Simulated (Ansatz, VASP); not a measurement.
## Au: VASP beside Ansatz

```xyz
2
Lattice="2.9192 0.0000 0.0000 -1.4596 2.5281 0.0000 0.0000 0.0000 4.9123" Properties=species:S:1:pos:R:3 pbc="T T T"
Au    0.0000    1.6854    3.6842
Au    1.4596    0.8427    1.2281
```

Change from the starting cell: volume scaled by 1.02.

Alike in both runs: task single point; functional PBE; k mesh 14 × 14 × 8; occupations fermi-dirac, width 0.03 eV; no spin polarisation.

|  | VASP | Ansatz |
| --- | --- | --- |
| version | VASP 6.6.1 | Ansatz 0.2.0 |
| potentials or method | VASP PAW PBE potentials, release 64 (Au), cutoff 520 eV | all-electron LAPW, scalar-relativistic |

|  | VASP | Ansatz | Ansatz less VASP |
| --- | --- | --- | --- |
| pressure (GPa) | -1.0 | -0.8 | +0.21 |
| traceless stress, the component that is largest in VASP (GPa) | -0.27 | -0.26 | +0.005 |

Ansatz ran all-electron here, and VASP with PAW potentials.

Neither program's run includes spin-orbit coupling.
